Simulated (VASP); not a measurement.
# W (Fm-3m) in VASP: single point with PBEsol

Aim: the single point of W with PBEsol.

All numbers are computed with VASP 6.6.1; they aren't measurements. Logs are shortened: lines on timing, memory, paths and dates and some standing lists are left out, and cuts for length are marked.

### 1 The cell of the first run

The structure is cubic, space group Fm-3m (No. 225). Conventional cell: a = 4.060 Å, b = 4.060 Å, c = 4.060 Å, α = 90.00°, β = 90.00°, γ = 90.00°. Within 3.8 Å of W (site symmetry m-3m) lie 12 W at 2.87 Å.

This isn't the form of W at room conditions, which is bcc.

### 2 Single point, PBEsol

INCAR

```
SYSTEM = W
PREC = Accurate
ENCUT = 520
EDIFF = 1E-6
ISMEAR = 0
SIGMA = 0.15
LREAL = .FALSE.
LASPH = .TRUE.
NELM = 60
ALGO = Fast
ISIF = 2
LWAVE = .FALSE.
LCHARG = .TRUE.
GGA = PS
LELF = .TRUE.
LVHAR = .TRUE.
NBANDS = 66
```

KPOINTS

```
Automatic mesh
0
G
  10 10 10
  0 0 0
```

POSCAR

```
W
1.0
   -4.0600000000      4.0600000000      0.0000000000
    0.0000000000      4.0600000000     -4.0600000000
   -4.0600000000      0.0000000000     -4.0600000000
W
8
Direct
    0.0000000000      0.5000000000      0.5000000000
    0.0000000000      0.0000000000      0.5000000000
    0.0000000000      0.5000000000      0.0000000000
    0.0000000000      0.0000000000      0.0000000000
    0.5000000000      0.5000000000      0.5000000000
    0.5000000000      0.0000000000      0.5000000000
    0.5000000000      0.5000000000      0.0000000000
    0.5000000000      0.0000000000      0.0000000000
```

Potentials or basis: VASP PAW PBE potentials, release 64 (W_sv).

The run is started by

```
cat potpaw_PBE.64/W_sv/POTCAR > POTCAR
mpirun -np 1 vasp_std > vasp.out
```

OUTCAR:

```text
SYSTEM = W
   PREC = Accurate
   ENCUT = 520
   EDIFF = 1E-6
   ISMEAR = 0
   LREAL = .FALSE.
   LASPH = .TRUE.
   NELM = 60
   ISIF = 2
   GGA = PS

 ion  position               nearest neighbor table
   1  0.000  0.500  0.500-   2 2.87   3 2.87   5 2.87   3 2.87   4 2.87   7 2.87   2 2.87   4 2.87
                             6 2.87   5 2.87   6 2.87   7 2.87
   2  0.000  0.000  0.500-   1 2.87   4 2.87   6 2.87   3 2.87   4 2.87   8 2.87   1 2.87   3 2.87
                             5 2.87   5 2.87   6 2.87   8 2.87
   3  0.000  0.500  0.000-   1 2.87   4 2.87   7 2.87   1 2.87   2 2.87   5 2.87   2 2.87   4 2.87
                             8 2.87   5 2.87   7 2.87   8 2.87
   4  0.000  0.000  0.000-   2 2.87   3 2.87   8 2.87   1 2.87   2 2.87   6 2.87   1 2.87   3 2.87
                             7 2.87   6 2.87   7 2.87   8 2.87
   5  0.500  0.500  0.500-   1 2.87   6 2.87   7 2.87   3 2.87   7 2.87   8 2.87   2 2.87   6 2.87
                             8 2.87   1 2.87   2 2.87   3 2.87
   6  0.500  0.000  0.500-   2 2.87   5 2.87   8 2.87   4 2.87   7 2.87   8 2.87   1 2.87   5 2.87
                             7 2.87   1 2.87   2 2.87   4 2.87
   7  0.500  0.500  0.000-   3 2.87   5 2.87   8 2.87   1 2.87   5 2.87   6 2.87   4 2.87   6 2.87
                             8 2.87   1 2.87   3 2.87   4 2.87
   8  0.500  0.000  0.000-   4 2.87   6 2.87   7 2.87   2 2.87   5 2.87   6 2.87   3 2.87   5 2.87
                             7 2.87   2 2.87   3 2.87   4 2.87

  LATTYP: Found a face centered cubic cell.
 ALAT       =     8.1200000000

  Lattice vectors:

 A1 = (  -4.0600000000,   4.0600000000,   0.0000000000)
 A2 = (   0.0000000000,   4.0600000000,  -4.0600000000)
 A3 = (  -4.0600000000,   0.0000000000,  -4.0600000000)

Analysis of symmetry for initial positions (statically):
=====================================================================
 Subroutine PRICEL returns following result:

  LATTYP: Found a face centered cubic cell.
 ALAT       =     4.0600000000

  Lattice vectors:

 A1 = (  -2.0300000000,   2.0300000000,   0.0000000000)
 A2 = (   0.0000000000,   2.0300000000,  -2.0300000000)
 A3 = (  -2.0300000000,   0.0000000000,  -2.0300000000)

   8 primitive cells build up your supercell.

 Routine SETGRP: Setting up the symmetry group for a
 face centered cubic supercell.

 Subroutine GETGRP returns: Found 48 space group operations
 (whereof 48 operations were pure point group operations)
 out of a pool of 48 trial point group operations.

The static configuration has the point symmetry O_h .

Analysis of symmetry for dynamics (positions and initial velocities):
=====================================================================
 Subroutine PRICEL returns following result:

  LATTYP: Found a face centered cubic cell.
 ALAT       =     4.0600000000

  Lattice vectors:

 A1 = (  -2.0300000000,   2.0300000000,   0.0000000000)
 A2 = (   0.0000000000,   2.0300000000,  -2.0300000000)
 A3 = (  -2.0300000000,   0.0000000000,  -2.0300000000)

   8 primitive cells build up your supercell.

 Routine SETGRP: Setting up the symmetry group for a
 face centered cubic supercell.

 Subroutine GETGRP returns: Found 48 space group operations
 (whereof 48 operations were pure point group operations)
 out of a pool of 48 trial point group operations.

The dynamic configuration has the point symmetry O_h .

 Subroutine INISYM returns: Found 48 space group operations
 (whereof 48 operations are pure point group operations),
 and found     8 'primitive' translations

----------------------------------------------------------------------------------------

                                     Primitive cell

  volume of cell :      16.7309

  direct lattice vectors                    reciprocal lattice vectors
    -2.030000000  2.030000000  0.000000000    -0.246305419  0.246305419  0.246305419
     0.000000000  2.030000000 -2.030000000     0.246305419  0.246305419 -0.246305419
    -2.030000000  0.000000000 -2.030000000    -0.246305419 -0.246305419 -0.246305419

  length of vectors
     2.870853532  2.870853532  2.870853532     0.426613499  0.426613499  0.426613499

  position of ions in fractional coordinates (direct lattice)
     0.000000000  0.000000000  0.000000000

  ion indices of the primitive-cell ions
   primitive index   ion index
                 1           1

----------------------------------------------------------------------------------------

 KPOINTS: Automatic mesh

Automatic generation of k-mesh.
 Grid dimensions read from file:
 generate k-points for:   10   10   10

 Generating k-lattice:

  Cartesian coordinates                     Fractional coordinates (reciprocal lattice)
    -0.012315271  0.012315271  0.012315271     0.100000000  0.000000000  0.000000000
     0.012315271  0.012315271 -0.012315271     0.000000000  0.100000000  0.000000000
    -0.012315271 -0.012315271 -0.012315271     0.000000000  0.000000000  0.100000000

  Length of vectors
     0.021330675  0.021330675  0.021330675

  Shift w.r.t. Gamma in fractional coordinates (k-lattice)
     0.000000000  0.000000000  0.000000000

 Subroutine IBZKPT returns following result:
 ===========================================

 Found     47 irreducible k-points:

 Following reciprocal coordinates:
            Coordinates               Weight
  0.000000  0.000000  0.000000      1.000000
  0.100000  0.000000  0.000000      8.000000
  0.200000  0.000000  0.000000      8.000000
  0.300000  0.000000  0.000000      8.000000
  0.400000  0.000000  0.000000      8.000000
  0.500000  0.000000  0.000000      4.000000
[... 16 lines left out ...]
  0.300000  0.300000  0.000000      6.000000
  0.400000  0.300000  0.000000     24.000000
 [... further k-points ...]
   k-points           NKPTS =     47   k-points in BZ     NKDIM =     47   number of bands    NBANDS=     66
   number of dos      NEDOS =    301   number of ions     NIONS =      8
   total plane-waves  NPLWV = 110592
   dimension x,y,z NGX =    48 NGY =   48 NGZ =   48
   dimension x,y,z NGXF=    96 NGYF=   96 NGZF=   96
   ions per type =               8
   NGX,Y,Z   is equivalent  to a cutoff of  13.90, 13.90, 13.90 a.u.
   NGXF,Y,Z  is equivalent  to a cutoff of  27.80, 27.80, 27.80 a.u.
 SYSTEM =  W
   PREC   = accura    normal or accurate (medium, high low for compatibility)
   ISTART =      0    job   : 0-new  1-cont  2-samecut
   ICHARG =      2    charge: 1-file 2-atom 10-const
   ISPIN  =      1    spin polarized calculation?
   LNONCOLLINEAR =      F non collinear calculations
   LSORBIT =      F    spin-orbit coupling
   LASPH  =      T    aspherical Exc in radial PAW
   ENCUT  =  520.0 eV  38.22 Ry    6.18 a.u.  10.68 10.68 10.68*2*pi/ulx,y,z
   NELM   =     60;   NELMIN=  2; NELMDL= -5     # of ELM steps
   EDIFF  = 0.1E-05   stopping-criterion for ELM
   LREAL  =      F    real-space projection
   EDIFFG = 0.1E-04   stopping-criterion for IOM
   NSW    =      0    number of steps for IOM
   IBRION =     -1    ionic relax: 0-MD 1-quasi-New 2-CG
   NFREE  =      0    steps in history (QN), initial steepest desc. (CG)
   ISIF   =      2    stress and relaxation
   ISYM   =      2    0-nonsym 1-usesym 2-fastsym
   POTIM  = 0.5000    time-step for ionic-motion
   TEBEG  =    0.0;   TEEND  =   0.0 temperature during run
   PSTRESS=    0.0 pullay stress
   NELECT =     112.0000    total number of electrons
   NUPDOWN=      -1.0000    fix difference up-down
   EMIN   =  10.00;   EMAX   =-10.00  energy-range for DOS
   EFERMI =   0.00;   METHOD = LEGACY
   ISMEAR =     0;   SIGMA  =   0.15  broadening in eV -4-tet -1-fermi 0-gaus
   EFERMI_NEDOS =   21; number of points for ismear=-14 and -15
   IALGO  =     68    algorithm
   IMIX   =      4    mixing-type and parameters
     AMIX     =   0.40;   BMIX     =  1.00
     AMIX_MAG =   1.60;   BMIX_MAG =  1.00
  volume/ion in A,a.u.               =      16.73       112.91
  Fermi-wavevector in a.u.,A,eV,Ry     =   1.542688  2.915258 32.380324  2.379887
  Thomas-Fermi vector in A             =   2.648457
   LORBIT       =      0    0 simple, 1 ext, 2 COOP (PROOUT), +10 PAW based schemes
   GGA     = PS    functional components
   LHFCALC =     F    Hartree Fock is set to
   AEXX    =    0.0000 exact exchange contribution
   IVDW    =     0    specifies the selected vdW correction
   LEPSILON=     F    determine dielectric tensor
   LRPA    =     F    only Hartree local field effects (RPA)
 non-spin polarized calculation
 RMM-DIIS sequential band-by-band and
 Gauss-broadening in eV      SIGMA  =   0.15
  energy-cutoff  :      520.00
  volume of cell :      133.85
 maximum number of plane-waves:      3647
 NGX is ok and might be reduce to    48
   NGX = 21   NGY = 21   NGZ = 21

 number of electron     112.0000014 magnetization

 Free energy of the ion-electron system (eV)
  ---------------------------------------------------
  ext. energy  EPLUGINS =         0.00000000
  ---------------------------------------------------
  free energy    TOTEN  =      -106.29760802 eV

  energy without entropy =     -106.16914742  energy(sigma->0) =     -106.23337772

 E-fermi :  10.0527     XC(G=0): -13.4491

 val. band max:       10.0510910615   @ k =   0.3000   0.2000   0.0000
 cond. band min:      10.0559178024   @ k =   0.5000   0.1000   0.0000
 fundamental gap:      0.0048267410
 Fermi energy:        10.0527220792

 k-point     1 :       0.0000    0.0000    0.0000
  band No.  band energies     occupation
      1     -63.6146      2.00000
      2     -63.5170      2.00000
      3     -63.5170      2.00000
      4     -63.5170      2.00000
      5     -63.5170      2.00000
      6     -63.4849      2.00000
[... 58 lines left out ...]
     65      14.9539      0.00000
     66      14.9614      0.00000

 k-point     2 :       0.1000    0.0000    0.0000
  band No.  band energies     occupation
      1     -63.6123      2.00000
      2     -63.5194      2.00000
      3     -63.5162      2.00000
      4     -63.5162      2.00000
      5     -63.5162      2.00000
      6     -63.4857      2.00000
[... 58 lines left out ...]
     65      14.7704      0.00000
     66      14.8211      0.00000

 k-point     3 :       0.2000    0.0000    0.0000
  band No.  band energies     occupation
      1     -63.6054      2.00000
      2     -63.5264      2.00000
      3     -63.5140      2.00000
      4     -63.5140      2.00000
      5     -63.5140      2.00000
      6     -63.4880      2.00000
[... 1438 lines left out ...]
     65      13.2890      0.00000
     66      13.4425      0.00000

 k-point    24 :       0.4000    0.3000    0.0000
  band No.  band energies     occupation
      1     -63.5782      2.00000
      2     -63.5270      2.00000
      3     -63.5199      2.00000
      4     -63.5163      2.00000
      5     -63.5163      2.00000
      6     -63.5089      2.00000
[... 58 lines left out ...]
     65      12.7232      0.00000
     66      13.0032      0.00000

 [... further k-points ...]

------------------------ aborting loop because EDIFF is reached ----------------------------------------

  FORCE on cell =-STRESS in cart. coord.  units (eV):
  Direction    XX          YY          ZZ          XY          YZ          ZX
  --------------------------------------------------------------------------------------
  -------------------------------------------------------------------------------------
  Total      -10.1225580    -10.1225580    -10.1225580     -0.0000000      0.0000000     -0.0000000
  in kB     -121.1693443   -121.1693443   -121.1693443     -0.0000000      0.0000000     -0.0000000
  external PRESSURE =    -121.1693443 kB  Pullay stress =       0.0000000 kB

 VOLUME and BASIS-vectors are now :
 -----------------------------------------------------------------------------
  energy-cutoff  :      520.00
  volume of cell :      133.85
      direct lattice vectors                 reciprocal lattice vectors
    -4.060000000  4.060000000  0.000000000    -0.123152709  0.123152709  0.123152709
     0.000000000  4.060000000 -4.060000000     0.123152709  0.123152709 -0.123152709
    -4.060000000  0.000000000 -4.060000000    -0.123152709 -0.123152709 -0.123152709

 POSITION                                       TOTAL-FORCE (eV/Angst)
 -----------------------------------------------------------------------------------
     -2.03000      2.03000     -4.06000         0.000000      0.000000     -0.000000
     -2.03000      0.00000     -2.03000         0.000000     -0.000000      0.000000
      0.00000      2.03000     -2.03000        -0.000000     -0.000000     -0.000000
      0.00000      0.00000      0.00000         0.000000     -0.000000     -0.000000
     -4.06000      4.06000     -4.06000        -0.000000     -0.000000      0.000000
     -4.06000      2.03000     -2.03000         0.000000      0.000000     -0.000000
     -2.03000      4.06000     -2.03000         0.000000     -0.000000     -0.000000
     -2.03000      2.03000      0.00000        -0.000000      0.000000      0.000000
 -----------------------------------------------------------------------------------
    total drift:                               -0.000000      0.000000     -0.000000

  FREE ENERGIE OF THE ION-ELECTRON SYSTEM (eV)
  ---------------------------------------------------
  free  energy   TOTEN  =      -106.2976080216 eV

  energy  without entropy=     -106.1691474171  energy(sigma->0) =     -106.23337772
```

It took 27 min on 1 thread of AMD EPYC 7R13, shared host; peak memory 0.46 GiB.

What came out:

```yaml
Free_energy: -106.2976 eV
Pressure: -12.1 GPa
Band_gap_on_the_k_mesh: zero (bands 56 and 57 overlap by 0.79 eV)
```

Caveat: the cell stands under tension; the PAW data sets were made with another functional, which shifts forces and pressure a little; spin-orbit coupling is left out, which moves the levels of the heavy elements.
